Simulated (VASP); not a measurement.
# CdS (F-43m) in VASP: a series of runs

CdS is run at these levels: PBE; tasks: G0W0 quasiparticle levels.

All numbers are computed with VASP 6.6.1; they aren't measurements. Logs are shortened: lines on timing, memory, paths and dates and some standing lists are left out, and cuts for length are marked.

## Step 1: The cell of the first run

Symmetry: F-43m, No. 216, cubic system. The conventional cell has a = 6.114 Å, b = 6.114 Å, c = 6.114 Å, α = 90.00°, β = 90.00°, γ = 90.00°. Within 3.5 Å of Cd (site symmetry -43m) lie 4 S at 2.65 Å. S (site symmetry -43m) has 4 Cd at 2.65 Å within 3.5 Å.

## Step 2: G0W0 quasiparticle levels, PBE

POSCAR

```
CdS
1.0
    0.0000000000      3.0567834368      3.0567834368
    3.0567834368      0.0000000000      3.0567834368
    3.0567834368      3.0567834368      0.0000000000
Cd S
1 1
Direct
    0.0000000000      0.0000000000      0.0000000000
    0.2500000000      0.2500000000      0.2500000000
```

INCAR.step1

```
SYSTEM = CdS
ALGO     = Normal         ! electronic algorithm
EDIFF    = 1E-8           ! SCF threshold, eV
ENCUT    = 500            ! plane-wave cutoff, eV
GGA      = PE             ! functional
ISMEAR   = 0              ! smearing method
LASPH    = .True.         ! aspherical terms in the spheres
LCHARG   = .False.        ! write CHGCAR
LREAL    = .False.        ! projectors in reciprocal space
LWAVE    = .True.         ! write WAVECAR
NELM     = 100            ! most SCF steps
PREC     = Accurate       ! precision mode
SIGMA    = 0.01           ! smearing width, eV
```

INCAR.step2

```
SYSTEM = CdS
ALGO     = Exact          ! electronic algorithm
EDIFF    = 1E-8           ! SCF threshold, eV
ENCUT    = 500            ! plane-wave cutoff, eV
GGA      = PE             ! functional
ISMEAR   = 0              ! smearing method
ISTART   = 1            
LASPH    = .True.         ! aspherical terms in the spheres
LCHARG   = .False.        ! write CHGCAR
LOPTICS  = .True.         ! frequency-dependent dielectric function
LREAL    = .False.        ! projectors in reciprocal space
LWAVE    = .True.         ! write WAVECAR
NBANDS   = 247            ! bands
NELM     = 1              ! most SCF steps
PREC     = Accurate       ! precision mode
SIGMA    = 0.01           ! smearing width, eV
```

INCAR.step3

```
SYSTEM = CdS
ALGO     = EVGW0          ! electronic algorithm
EDIFF    = 1E-8           ! SCF threshold, eV
ENCUT    = 500            ! plane-wave cutoff, eV
ENCUTGW  = 150.0          ! cutoff of the response function
GGA      = PE             ! functional
ISMEAR   = 0              ! smearing method
ISTART   = 1            
LASPH    = .True.         ! aspherical terms in the spheres
LCHARG   = .False.        ! write CHGCAR
LREAL    = .False.        ! projectors in reciprocal space
LWAVE    = .False.        ! write WAVECAR
NBANDS   = 247            ! bands
NBANDSGW = 17           
NELMGW   = 1            
NOMEGA   = 96             ! frequency points
OMEGAMAX = 30           
PREC     = Accurate       ! precision mode
PRECFOCK = Fast         
SIGMA    = 0.01           ! smearing width, eV
```

KPOINTS

```
k-points
0
Gamma
  4 4 4
  0 0 0
```

Potentials or basis: VASP PAW PBE potentials, release 64 (Cd_GW, S_GW).

Run with:

```bash
> cat potpaw_PBE.64/Cd_GW/POTCAR potpaw_PBE.64/S_GW/POTCAR > POTCAR
> cp INCAR.step1 INCAR
> mpirun -np 1 vasp_std > vasp.out
> cp INCAR.step2 INCAR
> mpirun -np 1 vasp_std > vasp.out
> cp INCAR.step3 INCAR
> mpirun -np 1 vasp_std > vasp.out
```

OUTCAR:

```text
SYSTEM = CdS
   EDIFF = 1E-8
   ENCUT = 500
   ENCUTGW = 150.0
   GGA = PE
   ISMEAR = 0
   ISTART = 1
   LASPH = .True.
   LREAL = .False.
   NELMGW = 1
   PREC = Accurate
   PRECFOCK = Fast

 ion  position               nearest neighbor table
   1  0.000  0.000  0.000-   2 2.65   2 2.65   2 2.65   2 2.65
   2  0.250  0.250  0.250-   1 2.65   1 2.65   1 2.65   1 2.65

  LATTYP: Found a face centered cubic cell.
 ALAT       =     6.1135668736

  Lattice vectors:

 A1 = (   0.0000000000,   3.0567834368,   3.0567834368)
 A2 = (   3.0567834368,   0.0000000000,   3.0567834368)
 A3 = (   3.0567834368,   3.0567834368,   0.0000000000)

Analysis of symmetry for initial positions (statically):
=====================================================================
 Subroutine PRICEL returns:
 Original cell was already a primitive cell.

 Routine SETGRP: Setting up the symmetry group for a
 face centered cubic supercell.

 Subroutine GETGRP returns: Found 24 space group operations
 (whereof 24 operations were pure point group operations)
 out of a pool of 48 trial point group operations.

The static configuration has the point symmetry T_d .

Analysis of symmetry for dynamics (positions and initial velocities):
=====================================================================
 Subroutine PRICEL returns:
 Original cell was already a primitive cell.

 Routine SETGRP: Setting up the symmetry group for a
 face centered cubic supercell.

 Subroutine GETGRP returns: Found 24 space group operations
 (whereof 24 operations were pure point group operations)
 out of a pool of 48 trial point group operations.

The dynamic configuration has the point symmetry T_d .

 Subroutine INISYM returns: Found 24 space group operations
 (whereof 24 operations are pure point group operations),
 and found     1 'primitive' translations

----------------------------------------------------------------------------------------

                                     Primitive cell

  volume of cell :      57.1247

  direct lattice vectors                    reciprocal lattice vectors
     0.000000000  3.056783437  3.056783437    -0.163570632  0.163570632  0.163570632
     3.056783437  0.000000000  3.056783437     0.163570632 -0.163570632  0.163570632
     3.056783437  3.056783437  0.000000000     0.163570632  0.163570632 -0.163570632

  length of vectors
     4.322944594  4.322944594  4.322944594     0.283312646  0.283312646  0.283312646

  position of ions in fractional coordinates (direct lattice)
     0.000000000  0.000000000  0.000000000
     0.250000000  0.250000000  0.250000000

  ion indices of the primitive-cell ions
   primitive index   ion index
                 1           1
                 2           2

----------------------------------------------------------------------------------------

 KPOINTS: k-points

Automatic generation of k-mesh.
 Grid dimensions read from file:
 generate k-points for:    4    4    4

 Generating k-lattice:

  Cartesian coordinates                     Fractional coordinates (reciprocal lattice)
    -0.040892658  0.040892658  0.040892658     0.250000000  0.000000000  0.000000000
     0.040892658 -0.040892658  0.040892658     0.000000000  0.250000000  0.000000000
     0.040892658  0.040892658 -0.040892658     0.000000000  0.000000000  0.250000000

  Length of vectors
     0.070828162  0.070828162  0.070828162

  Shift w.r.t. Gamma in fractional coordinates (k-lattice)
     0.000000000  0.000000000  0.000000000

 Subroutine IBZKPT returns following result:
 ===========================================

 Found      8 irreducible k-points:

 Following reciprocal coordinates:
            Coordinates               Weight
  0.000000  0.000000  0.000000      1.000000
  0.250000  0.000000  0.000000      8.000000
  0.500000  0.000000  0.000000      4.000000
  0.250000  0.250000  0.000000      6.000000
  0.500000  0.250000  0.000000     24.000000
 -0.250000  0.250000  0.000000     12.000000
  0.500000  0.500000  0.000000      3.000000
 -0.250000  0.500000  0.250000      6.000000
   k-points           NKPTS =      8   k-points in BZ     NKDIM =     64   number of bands    NBANDS=    247
   number of dos      NEDOS =    301   number of ions     NIONS =      2
   total plane-waves  NPLWV =  32768
   dimension x,y,z NGX =    32 NGY =   32 NGZ =   32
   dimension x,y,z NGXF=    64 NGYF=   64 NGZF=   64
   ions per type =               1   1
   NGX,Y,Z   is equivalent  to a cutoff of  12.31, 12.31, 12.31 a.u.
   NGXF,Y,Z  is equivalent  to a cutoff of  24.61, 24.61, 24.61 a.u.
 SYSTEM =  CdS
   PREC   = accura    normal or accurate (medium, high low for compatibility)
   ISTART =      1    job   : 0-new  1-cont  2-samecut
   ICHARG =      0    charge: 1-file 2-atom 10-const
   ISPIN  =      1    spin polarized calculation?
   LNONCOLLINEAR =      F non collinear calculations
   LSORBIT =      F    spin-orbit coupling
   LASPH  =      T    aspherical Exc in radial PAW
   ENCUT  =  500.0 eV  36.75 Ry    6.06 a.u.   7.88  7.88  7.88*2*pi/ulx,y,z
   NELM   =     60;   NELMIN=  2; NELMDL=  0     # of ELM steps
   EDIFF  = 0.1E-07   stopping-criterion for ELM
   LREAL  =      F    real-space projection
   EDIFFG = 0.1E-06   stopping-criterion for IOM
   NSW    =      0    number of steps for IOM
   IBRION =     -1    ionic relax: 0-MD 1-quasi-New 2-CG
   NFREE  =      0    steps in history (QN), initial steepest desc. (CG)
   ISIF   =      0    stress and relaxation
   ISYM   =      3    0-nonsym 1-usesym 2-fastsym
   POTIM  = 0.5000    time-step for ionic-motion
   TEBEG  =    0.0;   TEEND  =   0.0 temperature during run
   PSTRESS=    0.0 pullay stress
   NELECT =      18.0000    total number of electrons
   NUPDOWN=      -1.0000    fix difference up-down
   EMIN   =  10.00;   EMAX   =-10.00  energy-range for DOS
   EFERMI =   0.00;   METHOD = LEGACY
   ISMEAR =     0;   SIGMA  =   0.01  broadening in eV -4-tet -1-fermi 0-gaus
   EFERMI_NEDOS =   21; number of points for ismear=-14 and -15
   IALGO  =     38    algorithm
   IMIX   =      4    mixing-type and parameters
     AMIX     =   0.40;   BMIX     =  1.00
     AMIX_MAG =   1.60;   BMIX_MAG =  1.00
  volume/ion in A,a.u.               =      28.56       192.75
  Fermi-wavevector in a.u.,A,eV,Ry     =   1.114015  2.105183 16.885227  1.241029
  Thomas-Fermi vector in A             =   2.250606
   LORBIT       =      0    0 simple, 1 ext, 2 COOP (PROOUT), +10 PAW based schemes
   GGA     = PE    functional components
   LHFCALC =     T    Hartree Fock is set to
   PRECFOCK=fast      Normal, Fast or Accurate (Low or Medium for compatibility)
   ENCUT4O =  -1.0   cutoff for four orbital integrals eV
   NKREDX  =     1    reduce k-point grid by
   NKREDY  =     1    reduce k-point grid by
   NKREDZ  =     1    reduce k-point grid by
   AEXX    =    1.0000 exact exchange contribution
   HFSCREEN=    0.0000 screening length (either q_TF or 0.3 A-1)
   HFSCREENC=   0.0000 screening length for correlation (either q_TF or 0.3 A-1)
   ENCUTFOCK=  -1.0 apply spherical cutoff to Coloumb kernel
   IVDW    =     0    specifies the selected vdW correction
   LEPSILON=     F    determine dielectric tensor
   LRPA    =     F    only Hartree local field effects (RPA)
   LRPAFORCE           =     F    calculate RPA forces
   ENCUTGW             = 150.0    cutoff for response function in eV
   ENCUTGWSOFT         = 120.0    soft cutoff for Coulomb kernel in GW response function in eV
   ENCUTLF             =  -1.0    cutoff for local field effects
   NELMGW              =     1    number of iterations in solving QP/BSE equation
   NELMHF              =     1    number of iterations in the inner HF iteration
   NKREDLFX            =     1    NKREDLFY  =   1   NKREDLFZ  =   1
 non-spin polarized calculation
 Gauss-broadening in eV      SIGMA  =   0.01
  energy-cutoff  :      500.00
  volume of cell :       57.12
 maximum number of plane-waves:      1461
  NGX = 18; NGY = 18; NGZ = 18
   NGX = 15   NGY = 15   NGZ = 15
 maximum number of plane-waves:       259
 NGX is ok and might be reduce to    18

 QP shifts <psi_nk| G(iteration)W_0 |psi_nk>: iteration 1
 for sc-GW calculations column KS-energies equals QP-energies in previous step
 and V_xc(KS)=  KS-energies - (<T + V_ion + V_H > + <T+V_H+V_ion>^1  + <V_x>^1)

 k-point   1 :       0.0000    0.0000    0.0000
  band No.  KS-energies  QP-energies   sigma(KS)   V_xc(KS)     V^pw_x(r,r')   Z            occupation Imag(sigma)

      1     -10.2054     -10.5545     -13.5808     -12.9908     -20.7550       0.5918       2.0000       1.1217
      2      -5.9569      -7.7991     -17.9443     -15.2292     -23.0109       0.6785       2.0000       0.2514
      3      -5.9569      -7.7991     -17.9443     -15.2292     -23.0109       0.6785       2.0000       0.2514
      4      -5.9569      -7.7991     -17.9443     -15.2292     -23.0109       0.6785       2.0000       0.2514
      5      -5.6465      -7.5860     -18.3278     -15.4938     -23.2614       0.6844       2.0000       0.1808
      6      -5.6465      -7.5860     -18.3278     -15.4938     -23.2614       0.6844       2.0000       0.1808
[... 9 lines left out ...]
     16      12.5529      12.8631      -9.6164     -10.0399      -4.5172       0.7325       0.0000      -0.3511
     17      14.2551      14.0617      -6.9529      -6.6955      -1.8860       0.7517       0.0000      -0.5271

 k-point   2 :       0.2500    0.0000    0.0000
  band No.  KS-energies  QP-energies   sigma(KS)   V_xc(KS)     V^pw_x(r,r')   Z            occupation Imag(sigma)

      1     -10.0513     -10.4363     -13.8517     -13.2176     -20.9455       0.6072       2.0000       1.1024
      2      -5.9093      -7.7624     -18.0075     -15.2802     -23.0644       0.6795       2.0000       0.2464
      3      -5.9093      -7.7624     -18.0075     -15.2802     -23.0644       0.6795       2.0000       0.2464
      4      -5.7589      -7.5909     -17.8586     -15.1752     -22.8711       0.6827       2.0000       0.2564
      5      -5.6431      -7.5860     -18.3291     -15.4962     -23.2677       0.6858       2.0000       0.1824
      6      -5.6431      -7.5860     -18.3291     -15.4962     -23.2677       0.6858       2.0000       0.1824
[... 9 lines left out ...]
     16      12.3162      12.0781      -6.7698      -6.4545      -1.8694       0.7552       0.0000      -0.3956
     17      15.3846      15.3775      -7.9129      -7.9036      -2.4028       0.7614       0.0000      -0.6679

 k-point   3 :       0.5000    0.0000    0.0000
  band No.  KS-energies  QP-energies   sigma(KS)   V_xc(KS)     V^pw_x(r,r')   Z            occupation Imag(sigma)
[... 85 lines left out ...]
      1      -9.8025     -10.2511     -14.3374     -13.6244     -21.3102       0.6292       2.0000       1.0575
      2      -5.7924      -7.6836     -17.9305     -15.1615     -22.8695       0.6830       2.0000       0.2132
      3      -5.7295      -7.6282     -18.2914     -15.5141     -23.3240       0.6836       2.0000       0.2273
      4      -5.7295      -7.6282     -18.2914     -15.5141     -23.3240       0.6836       2.0000       0.2273
      5      -5.5905      -7.5438     -18.4060     -15.5653     -23.3504       0.6876       2.0000       0.1801
      6      -5.3218      -7.1461     -18.0905     -15.4379     -23.0391       0.6877       2.0000       0.2326
[... 9 lines left out ...]
     16      14.3058      14.6519      -9.9336     -10.4011      -4.4236       0.7403       0.0000      -0.5353
     17      14.3058      14.6519      -9.9336     -10.4011      -4.4236       0.7403       0.0000      -0.5353

 k-point   8 :      -0.2500    0.5000    0.2500
  band No.  KS-energies  QP-energies   sigma(KS)   V_xc(KS)     V^pw_x(r,r')   Z            occupation Imag(sigma)

      1      -9.8034     -10.2501     -14.3334     -13.6244     -21.3127       0.6300       2.0000       1.0581
      2      -5.7953      -7.6960     -18.1918     -15.4151     -23.2216       0.6845       2.0000       0.2281
      3      -5.7918      -7.6723     -18.0671     -15.3133     -23.0714       0.6829       2.0000       0.2298
      4      -5.6711      -7.6050     -18.3196     -15.4977     -23.2862       0.6853       2.0000       0.1970
      5      -5.6362      -7.5717     -18.3038     -15.4788     -23.2468       0.6851       2.0000       0.1868
      6      -5.2120      -7.0415     -18.3128     -15.6497     -23.2661       0.6870       2.0000       0.2265
[... 9 lines left out ...]
     16      14.0700      14.5105     -10.5300     -11.1277      -4.8349       0.7370       0.0000      -0.5912
     17      14.1343      14.5099      -9.6685     -10.1777      -4.0597       0.7375       0.0000      -0.5383
```

Wall time 6 min (1 thread of Intel Xeon Platinum 8488C (Sapphire Rapids), shared host); peak memory 0.78 GiB.

What came out:

- Quasiparticle gap: 1.51 eV
- Least direct quasiparticle gap: 1.51 eV
- Band gap of the starting levels on the mesh: 0.82 eV
- Least direct gap of the starting levels on the mesh: 0.82 eV

Caveat: the k points lie up to 0.45 Å⁻¹ apart; bands, screening cutoff and mesh are small and nothing is extrapolated, so the quasiparticle values aren't converged; the structure was generated, so it needn't be the stable form of CdS.

[end of part 1 of 2]
